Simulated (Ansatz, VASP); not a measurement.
# Two plane-wave programs on CuO

```
CELL_PARAMETERS angstrom
2.35079 -1.76354 0.07423
2.36117 1.77774 0.04909
-0.72198 -0.03973 5.22966
ATOMIC_POSITIONS crystal
Cu 0.01425 0.47965 0.06043
Cu 0.47088 0.15407 0.47412
O 0.56927 0.29603 0.26394
O 0.44560 0.57025 0.70150
```

Alike in both runs: task single point; functional RPBE; k mesh 10 × 10 × 5; occupations fermi-dirac, width 0.05 eV; no spin polarisation.

```csv
,VASP,Ansatz
version,VASP 6.6.1,Ansatz 0.2.0
potentials or method,"VASP PAW PBE potentials, release 64 (Cu, O)",Ansatz PAW
plane-wave cutoff (eV),520,420
valence electrons in the cell,34,50
```

```csv
,VASP,Ansatz,Ansatz less VASP
gap on the k mesh at the Fermi level (eV),none,none,-
rms of the force components (eV/Å),14.499,15.333,+0.8340
```

VASP's potentials were made for PBE, not for RPBE. Atom by atom the forces differ by 0.861 eV/Å (rms over components). A gap of «none» marks a metal or a gap that the smearing closes. VASP's potentials hold 34 valence electrons a cell and Ansatz's 50, so a difference there can come from the potentials and not from the codes.
